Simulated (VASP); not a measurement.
# VSbS (P-6m2) in VASP: further runs

VSbS is run at these levels: PBE; tasks: single point.

All numbers are computed with VASP 6.6.1; they aren't measurements. Logs are shortened: lines on timing, memory, paths and dates and some standing lists are left out, and cuts for length are marked.

**1. The cell of the first run**

The structure is hexagonal, space group P-6m2 (No. 187). The conventional cell has a = 4.189 Å, b = 4.189 Å, c = 3.529 Å, α = 90.00°, β = 90.00°, γ = 120.00°. V (site symmetry -6m2) has 3 S at 2.42 Å and 6 Sb at 2.99 Å within 3.2 Å. Within 3.9 Å of Sb (site symmetry -6m2) lie 6 V at 2.99 Å and 6 S at 2.99 Å and 2 Sb at 3.53 Å. S (site symmetry -6m2) has 3 V at 2.42 Å and 6 Sb at 2.99 Å within 3.2 Å.

The cell was built from a structure type or drawn by symmetry, and may not be a known phase.

**2. Single point, PBE, collinear spin, ferromagnetic start**

INCAR

```
SYSTEM = VSbS
PREC = Accurate
ENCUT = 520
EDIFF = 1E-7
ISMEAR = 0
SIGMA = 0.1
LREAL = .FALSE.
LASPH = .TRUE.
NELM = 150
ALGO = Normal
ISIF = 2
LWAVE = .FALSE.
LCHARG = .TRUE.
ISPIN = 2
MAGMOM = 0.32 0 0
LORBIT = 11
LMAXMIX = 4
GGA = PE
LELF = .TRUE.
LVHAR = .TRUE.
NBANDS = 23
```

KPOINTS

```
regular mesh
0
G
  12 12 14
  0 0 0
```

POSCAR

```
VSbS
1.0
    4.1888161966      0.0000000000      0.0000000000
   -2.0944080983      3.6276212380      0.0000000000
    0.0000000000      0.0000000000      3.5293492393
V Sb S
1 1 1
Direct
    0.6666666667      0.3333333333      0.5000000000
    0.3333333333      0.6666666667      0.0000000000
    0.0000000000      0.0000000000      0.5000000000
```

Potentials or basis: VASP PAW PBE potentials, release 64 (V_sv, Sb, S).

Run with:

```bash
> cat potpaw_PBE.64/V_sv/POTCAR potpaw_PBE.64/Sb/POTCAR potpaw_PBE.64/S/POTCAR > POTCAR
> mpirun -np 1 vasp_std > vasp.out
```

OUTCAR:

```text
SYSTEM = VSbS
   PREC = Accurate
   ENCUT = 520
   EDIFF = 1E-7
   ISMEAR = 0
   LREAL = .FALSE.
   LASPH = .TRUE.
   NELM = 150
   ISIF = 2
   ISPIN = 2
   LORBIT = 11
   GGA = PE

 ion  position               nearest neighbor table
   1  0.667  0.333  0.500-   3 2.42   3 2.42   3 2.42   2 2.99   2 2.99   2 2.99   2 2.99   2 2.99
                             2 2.99
   2  0.333  0.667  0.000-   1 2.99   1 2.99   3 2.99   3 2.99   1 2.99   1 2.99   3 2.99   3 2.99
                             3 2.99   3 2.99   1 2.99   1 2.99
   3  0.000  0.000  0.500-   1 2.42   1 2.42   1 2.42   2 2.99   2 2.99   2 2.99   2 2.99   2 2.99
                             2 2.99

  LATTYP: Found a hexagonal cell.
 ALAT       =     4.1888161966
 C/A-ratio  =     0.8425648378

  Lattice vectors:

 A1 = (   4.1888161966,   0.0000000000,   0.0000000000)
 A2 = (  -2.0944080983,   3.6276212380,   0.0000000000)
 A3 = (   0.0000000000,   0.0000000000,   3.5293492393)

Analysis of symmetry for initial positions (statically):
=====================================================================
 Subroutine PRICEL returns:
 Original cell was already a primitive cell.

 Routine SETGRP: Setting up the symmetry group for a
 hexagonal supercell.

 Subroutine GETGRP returns: Found 12 space group operations
 (whereof 12 operations were pure point group operations)
 out of a pool of 24 trial point group operations.

The static configuration has the point symmetry D_3h.

Analysis of symmetry for dynamics (positions and initial velocities):
=====================================================================
 Subroutine PRICEL returns:
 Original cell was already a primitive cell.

 Routine SETGRP: Setting up the symmetry group for a
 hexagonal supercell.

 Subroutine GETGRP returns: Found 12 space group operations
 (whereof 12 operations were pure point group operations)
 out of a pool of 24 trial point group operations.

The dynamic configuration has the point symmetry D_3h.

Analysis of structural, dynamic, and magnetic symmetry:
=====================================================================
 Subroutine PRICEL returns:
 Original cell was already a primitive cell.

 Routine SETGRP: Setting up the symmetry group for a
 hexagonal supercell.

 Subroutine GETGRP returns: Found 12 space group operations
 (whereof 12 operations were pure point group operations)
 out of a pool of 24 trial point group operations.

The overall configuration has the point symmetry D_3h.

 Subroutine INISYM returns: Found 12 space group operations
 (whereof 12 operations are pure point group operations),
[... 124 lines left out ...]
   LHFCALC =     F    Hartree Fock is set to
   AEXX    =    0.0000 exact exchange contribution
   IVDW    =     0    specifies the selected vdW correction
   LEPSILON=     F    determine dielectric tensor
   LRPA    =     F    only Hartree local field effects (RPA)
 spin polarized calculation
 Gauss-broadening in eV      SIGMA  =   0.10
  energy-cutoff  :      520.00
  volume of cell :       53.63
 maximum number of plane-waves:      1459
 NGX is ok and might be reduce to    32
   NGX = 15   NGY = 15   NGZ = 13

 number of electron      23.9999997 magnetization      -0.0382253

 number of electron      23.9999997 magnetization       0.0006384

 Free energy of the ion-electron system (eV)
  ---------------------------------------------------
  ext. energy  EPLUGINS =         0.00000000
  ---------------------------------------------------
  free energy    TOTEN  =       -17.53199667 eV

  energy without entropy =      -17.51780388  energy(sigma->0) =      -17.52490027

 E-fermi :   9.5069     XC(G=0): -11.3213

 val. band max:        9.5044241707   @ k =   0.5000  -0.0000   0.4286
 cond. band min:       9.5106469989   @ k =   0.2500  -0.0000   0.0000
 fundamental gap:      0.0062228282
 Fermi energy:         9.5069075747

 spin component 1

 k-point     1 :       0.0000    0.0000    0.0000
  band No.  band energies     occupation
      1     -55.1500      1.00000
      2     -29.0308      1.00000
      3     -29.0308      1.00000
      4     -28.9459      1.00000
      5      -5.6922      1.00000
      6       1.3146      1.00000
[... 613 lines left out ...]
     22      19.6741      0.00000
     23      20.0315      0.00000

 [... further k-points ...]

 spin component 2

 k-point     1 :       0.0000    0.0000    0.0000
  band No.  band energies     occupation
      1     -55.1493      1.00000
      2     -29.0301      1.00000
      3     -29.0301      1.00000
      4     -28.9452      1.00000
      5      -5.6922      1.00000
      6       1.3146      1.00000
[... 613 lines left out ...]
     22      19.6741      0.00000
     23      20.0316      0.00000

 [... further k-points ...]

------------------------ aborting loop because EDIFF is reached ----------------------------------------

  FORCE on cell =-STRESS in cart. coord.  units (eV):
  Direction    XX          YY          ZZ          XY          YZ          ZX
  --------------------------------------------------------------------------------------
  -------------------------------------------------------------------------------------
  Total       -0.1214664     -0.1214664     -0.0943278      0.0000000     -0.0000000      0.0000000
  in kB       -3.6287659     -3.6287659     -2.8180080      0.0000000     -0.0000000      0.0000000
  external PRESSURE =      -3.3585133 kB  Pullay stress =       0.0000000 kB

 VOLUME and BASIS-vectors are now :
 -----------------------------------------------------------------------------
  energy-cutoff  :      520.00
  volume of cell :       53.63
      direct lattice vectors                 reciprocal lattice vectors
     4.188816197  0.000000000  0.000000000     0.238730933  0.137831369  0.000000000
    -2.094408098  3.627621238  0.000000000     0.000000000  0.275662737  0.000000000
     0.000000000  0.000000000  3.529349239     0.000000000  0.000000000  0.283338353

 POSITION                                       TOTAL-FORCE (eV/Angst)
 -----------------------------------------------------------------------------------
      2.09441      1.20921      1.76467         0.000000     -0.000000      0.000000
     -0.00000      2.41841      0.00000         0.000000     -0.000000      0.000000
      0.00000      0.00000      1.76467         0.000000      0.000000      0.000000
 -----------------------------------------------------------------------------------
    total drift:                               -0.000001      0.000000      0.000000

  FREE ENERGIE OF THE ION-ELECTRON SYSTEM (eV)
  ---------------------------------------------------
  free  energy   TOTEN  =       -17.5319966711 eV

  energy  without entropy=      -17.5178038753  energy(sigma->0) =      -17.52490027

 total charge

# of ion       s       p       d       tot
------------------------------------------
    1        2.212   6.151   3.055  11.418
    2        1.214   1.121   0.057   2.392
    3        1.351   2.331   0.000   3.681
--------------------------------------------------
tot          4.777   9.603   3.112  17.492

 magnetization (x)

# of ion       s       p       d       tot
------------------------------------------
    1        0.000   0.000   0.001   0.001
    2       -0.000  -0.000   0.000  -0.000
    3       -0.000  -0.000   0.000  -0.000
--------------------------------------------------
tot         -0.000  -0.000   0.001   0.001
```

OSZICAR:

```text
N       E                     dE             d eps       ncg     rms          rms(c)
DAV:   1     0.193056734224E+03    0.19306E+03   -0.12563E+04 15440   0.968E+02
DAV:   2    -0.110224145226E+02   -0.20408E+03   -0.19697E+03 15965   0.287E+02
[... 12 lines left out ...]
DAV:  15    -0.175320127949E+02   -0.39157E-05   -0.58934E-06 16872   0.927E-03    0.152E-02
DAV:  16    -0.175320135949E+02   -0.80000E-06   -0.38507E-07 13493   0.254E-03    0.153E-02
DAV:  17    -0.175320128013E+02    0.79362E-06   -0.26619E-07  8525   0.193E-03    0.149E-02
DAV:  18    -0.175319985232E+02    0.14278E-04   -0.16250E-04 15790   0.423E-02    0.126E-02
DAV:  19    -0.175319970870E+02    0.14361E-05   -0.21589E-05 17344   0.156E-02    0.492E-03
DAV:  20    -0.175319966794E+02    0.40760E-06   -0.59092E-06 16416   0.735E-03    0.362E-03
DAV:  21    -0.175319966711E+02    0.83473E-08   -0.37929E-07 13059   0.236E-03
   1 F= -.17531997E+02 E0= -.17524900E+02  d E =-.141928E-01  mag=     0.0002
```

stdout:

```text
POSCAR found type information on POSCAR V SbS
 POSCAR found :  3 types and       3 ions
 scaLAPACK will be used
 LDA part: xc-table for (Slater+PW92), standard interpolation
 POSCAR, INCAR and KPOINTS ok, starting setup
 FFT: planning ... GRIDC
 FFT: planning ... GRID_SOFT
 FFT: planning ... GRID
 WAVECAR not read
 entering main loop
```

Wall time 5.4 min (1 thread of Intel Xeon Platinum 8259CL at 2.50GHz (Skylake/Cascade Lake), shared host); peak memory 0.42 GiB.

What came out:

```
Free energy                                           : -17.5320 eV
Pressure                                              : -0.3 GPa
Band gap on the k mesh                                : zero (filled and empty bands overlap)
Net moment                                            : 0.00 μB per cell
Valence electrons inside the program's atomic spheres : V 11.42; Sb 2.39; S 3.68
```

Caveat: spin-orbit coupling is left out, which moves the levels of the heavy elements. With open d or f shells a metallic result of PBE can be an artefact of self-interaction; +U or a hybrid may open a gap.

**3. Single point, PBE, collinear spin, ferromagnetic start**

INCAR

```
PREC     = Accurate       # precision mode
ENCUT    = 520            # plane-wave cutoff, eV
EDIFF    = 1E-7           # SCF threshold, eV
ISMEAR   = 0              # smearing method
SIGMA    = 0.1            # smearing width, eV
LREAL    = F              # projectors in reciprocal space
LASPH    = T              # aspherical terms in the spheres
NELM     = 150            # most SCF steps
ALGO     = Normal         # electronic algorithm
ISIF     = 2              # what is computed and relaxed
LWAVE    = F              # write WAVECAR
LCHARG   = T              # write CHGCAR
ISPIN    = 2              # spin polarisation
MAGMOM   = 2 0 0          # initial moments
LORBIT   = 11             # projections on sites
LMAXMIX  = 4              # l up to which the mixer works
GGA      = PE             # functional
LELF     = T              # ELF
LVHAR    = T            
NBANDS   = 23             # bands
```

KPOINTS

```
Automatic mesh
0
Gamma
  6 6 4
```

POSCAR

```
VSbS
1.0
    4.1950106338      0.0000000000      0.0000000000
   -2.0975053169      3.6329857780      0.0000000000
    0.0000000000      0.0000000000      3.5126210405
V Sb S
1 1 1
Direct
    0.6666666667      0.3333333333      0.5000000000
    0.3333333333      0.6666666667      0.0000000000
    0.0000000000      0.0000000000      0.5000000000
```

Potentials or basis: VASP PAW PBE potentials, release 64 (V_sv, Sb, S).

Run with:

```bash
> cat potpaw_PBE.64/V_sv/POTCAR potpaw_PBE.64/Sb/POTCAR potpaw_PBE.64/S/POTCAR > POTCAR
> mpirun -np 1 vasp_std > vasp.out
```

It took 29 s on 1 thread of Intel Xeon 6975P-C (Granite Rapids), shared host; peak memory 0.22 GiB.

It converged, with:

| Quantity | Value |
| --- | --- |
| Free energy | -17.5290 eV |
| Pressure | -0.3 GPa |
| Net moment | 0.38 μB per cell |
| Site moments | V +0.43; Sb -0.04; S -0.03 μB |
| Valence electrons inside the program's atomic spheres | V 11.42; Sb 2.39; S 3.68 |

Stress tensor (GPa, compression positive):
```
-0.16  0.00  0.00
 0.00 -0.16  0.00
 0.00  0.00 -0.52
```

Levels at points of the mesh, in eV from the Fermi level:
Spin up:
| k point | band 10 | band 11 | band 12 | band 13 | band 14 | band 15 |
| --- | --- | --- | --- | --- | --- | --- |
| (0.00, 0.00, 0.00) | -1.15 | -0.33 | -0.33 | -0.10 | -0.10 | 2.27 |
| (0.50, 0.00, 0.00) | -2.17 | -1.18 | -0.22 | 0.13 | 0.39 | 2.12 |
| (0.00, 0.00, 0.50) | -1.75 | -1.46 | -1.46 | 0.80 | 1.16 | 1.16 |
| (0.50, 0.00, 0.50) | -2.67 | -1.95 | -0.12 | -0.06 | 0.80 | 1.02 |
Spin down:
| k point | band 9 | band 10 | band 11 | band 12 | band 13 | band 14 | band 15 | band 16 |
| --- | --- | --- | --- | --- | --- | --- | --- | --- |
| (0.00, 0.00, 0.00) | -3.27 | -0.91 | -0.32 | -0.32 | 0.33 | 0.33 | 2.56 | 2.56 |
| (0.50, 0.00, 0.00) | -2.99 | -2.02 | -0.96 | 0.20 | 0.30 | 0.68 | 2.23 | 3.08 |
| (0.00, 0.00, 0.50) | -2.63 | -1.78 | -1.20 | -1.20 | 1.16 | 1.21 | 1.21 | 2.06 |
| (0.50, 0.00, 0.50) | -4.18 | -2.53 | -1.81 | -0.06 | 0.19 | 1.22 | 1.37 | 2.37 |

Caveat: the k points lie up to 0.45 Å⁻¹ apart; spin-orbit coupling is left out, which moves the levels of the heavy elements. With open d or f shells a metallic result of PBE can be an artefact of self-interaction; +U or a hybrid may open a gap.

**4. Single point, PBE, collinear spin, ferromagnetic start**

This run uses another cell than the first one, of 22.48 Å³/atom.

INCAR

```
SYSTEM = VSbS
PREC = Accurate
ENCUT = 520
EDIFF = 1E-7
ISMEAR = 0
SIGMA = 0.1
LREAL = .FALSE.
LASPH = .TRUE.
NELM = 150
ALGO = Normal
ISIF = 2
LWAVE = .FALSE.
LCHARG = .FALSE.
ISPIN = 2
MAGMOM = 2 0 0
LORBIT = 11
LMAXMIX = 4
GGA = PE
NBANDS = 23
```

KPOINTS

```
Automatic mesh
0
G
  6 6 4
  0 0 0
```

POSCAR

```
VSbS
1.0
    4.4727578200      0.0000000000      0.0000000000
   -2.2363789100      3.8735218900      0.0000000000
    0.0000000000      0.0000000000      3.8933267600
V Sb S
1 1 1
Direct
    0.6666666700      0.3333333300      0.5000000000
    0.3333333300      0.6666666700      0.0000000000
    0.0000000000      0.0000000000      0.5000000000
```

Run with:

```bash
> cat potpaw_PBE.64/V_sv/POTCAR potpaw_PBE.64/Sb/POTCAR potpaw_PBE.64/S/POTCAR > POTCAR
> mpirun -np 1 vasp_std > vasp.out
```

Run time: 47 s. Hardware: 1 thread of Intel Xeon 6975P-C (Granite Rapids), shared host; peak memory 0.25 GiB.

The run converged. Its results:

```
Free energy                                           : -16.7730 eV
Pressure                                              : -14.3 GPa
Band gap on the k mesh                                : zero (filled and empty bands overlap)
Net moment                                            : 0.00 μB per cell
Valence electrons inside the program's atomic spheres : V 11.19; Sb 2.30; S 3.61
```

Stress tensor (GPa, compression positive):
```
-16.04   0.00   0.00
  0.00 -16.04   0.00
  0.00   0.00 -10.85
```

Levels at points of the mesh, in eV from the Fermi level:
Spin up:
| k point | band 9 | band 10 | band 11 | band 12 | band 13 | band 14 | band 15 | band 16 |
| --- | --- | --- | --- | --- | --- | --- | --- | --- |
| (0.00, 0.00, 0.00) | -2.90 | -0.59 | -0.10 | -0.10 | 0.04 | 0.04 | 1.79 | 1.79 |
| (0.50, 0.00, 0.00) | -2.60 | -1.79 | -0.76 | -0.04 | 0.00 | 0.17 | 1.40 | 2.08 |
| (0.00, 0.00, 0.50) | -2.28 | -1.84 | -0.92 | -0.92 | 0.56 | 1.17 | 1.17 | 1.47 |
| (0.50, 0.00, 0.50) | -3.52 | -1.83 | -1.42 | -0.05 | 0.11 | 0.65 | 0.71 | 1.58 |
Spin down:
| k point | band 8 | band 9 | band 10 | band 11 | band 12 | band 13 | band 14 | band 15 | band 16 | band 17 |
| --- | --- | --- | --- | --- | --- | --- | --- | --- | --- | --- |
| (0.00, 0.00, 0.00) | -4.35 | -2.90 | -0.59 | -0.10 | -0.10 | 0.04 | 0.04 | 1.79 | 1.79 | 2.57 |
| (0.50, 0.00, 0.00) | -4.12 | -2.60 | -1.79 | -0.76 | -0.04 | 0.00 | 0.17 | 1.40 | 2.08 | 2.69 |
| (0.00, 0.00, 0.50) | -3.88 | -2.28 | -1.84 | -0.92 | -0.92 | 0.56 | 1.17 | 1.17 | 1.47 | 1.47 |
| (0.50, 0.00, 0.50) | -4.76 | -3.52 | -1.83 | -1.42 | -0.05 | 0.11 | 0.66 | 0.71 | 1.58 | 2.00 |

Caveat: the k points lie up to 0.40 Å⁻¹ apart; spin-orbit coupling is left out, which moves the levels of the heavy elements.

**5. Overview**

```csv
cell,k mesh,gap on the mesh (eV),pressure (GPa),moment (μB)
"a = 4.189, b = 4.189, c = 3.529 Å, angles 90.0, 90.0, 120.0°, 3 atoms",12 × 12 × 14,none,-0.3,0.00
"a = 4.195, b = 4.195, c = 3.513 Å, angles 90.0, 90.0, 120.0°, 3 atoms",6 × 6 × 4,none,-0.3,0.38
"a = 4.473, b = 4.473, c = 3.893 Å, angles 90.0, 90.0, 120.0°, 3 atoms",6 × 6 × 4,none,-14.3,0.00
```

Alike in all rows: task single point; level PBE; potentials or basis VASP PAW PBE potentials, release 64 (V_sv, Sb, S); spin collinear, ferromagnetic start; cutoff (eV) 520; smearing gaussian 0.1 eV.

Caveats: some runs use coarse meshes; spin-orbit coupling is left out, which moves the levels of the heavy elements.

Total energies depend on the potentials used, so only differences within one code and one set of settings carry meaning.
